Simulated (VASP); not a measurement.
## HfTa11 (a cell with a defect): single point with PBE

HfTa11 (a cell with a defect):

```
Hf Ta
1.0
    -4.95384    4.95384    4.95384
     3.30256   -3.30256    3.30256
     3.30256    3.30256   -3.30256
Hf Ta
1 11
Cartesian
  0.0000 0.0000 0.0000
  1.6513 1.6513 -1.6513
  1.6513 -1.6513 1.6513
  3.3026 0.0000 0.0000
  -1.7666 1.6352 1.6352
  -0.0011 3.2430 0.0503
  -0.0011 0.0503 3.2430
  1.7667 1.7058 1.7058
  -3.1872 3.3186 3.3186
  -1.6502 5.0134 1.6010
  -1.6502 1.6010 5.0134
  -0.1155 3.2481 3.2481
```

```
Program                : VASP 6.6.1
Task                   : single point
Functional             : PBE
Potentials or basis    : VASP PAW PBE potentials, release 64 (Hf_pv, Ta_pv)
Cutoff                 : 400 eV
k mesh                 : 2 × 3 × 3
Occupations            : methfessel-paxton, width 0.1 eV
Spin                   : no spin polarisation
Dipole correction      : no
Further INCAR settings : ALGO = Normal; EDIFF = 1e-06; NBANDS = 78
```

The pressure is 8.2 GPa and the largest force is 0.046 eV/Å. The band gap on the k mesh is zero (an odd number of electrons rules out a gap without spin polarisation).

Forces in eV/Å, atoms in the order of the input:
```
Hf   0.000  0.000  0.000
Ta   0.000  0.000  0.000
Ta   0.000  0.000  0.000
Ta   0.000  0.000  0.000
Ta  -0.005  0.007  0.007
Ta  -0.005 -0.015  0.001
Ta  -0.005  0.001 -0.015
Ta  -0.044  0.009  0.009
Ta   0.005 -0.007 -0.007
Ta   0.005  0.015 -0.001
Ta   0.005 -0.001  0.015
Ta   0.044 -0.009 -0.009
```

Stress tensor (GPa, compression positive):
```
 8.56 -0.37 -0.37
-0.37  8.03  0.25
-0.37  0.25  8.03
```

Levels at points of the mesh, in eV from the Fermi level:
| k point | band 62 | band 63 | band 64 | band 65 | band 66 | band 67 | band 68 | band 69 |
| --- | --- | --- | --- | --- | --- | --- | --- | --- |
| (0.00, 0.00, 0.00) | -0.05 | -0.04 | 0.13 | 0.14 | 0.77 | 0.83 | 0.84 | 1.52 |
| (0.50, 0.00, 0.00) | -0.04 | 0.08 | 0.09 | 0.10 | 0.19 | 0.38 | 0.53 | 1.56 |

Wall time 2 min on 1 thread of Intel(R) Xeon(R) Platinum 8375C CPU @ 2.90GHz (Ice Lake), with other jobs on the host, peak memory 0.3 GiB.

Caveat: the k points lie up to 0.45 Å⁻¹ apart, too coarse for converged energies and pressures of a metal; spin-orbit coupling is left out, which moves the levels of the heavy elements.
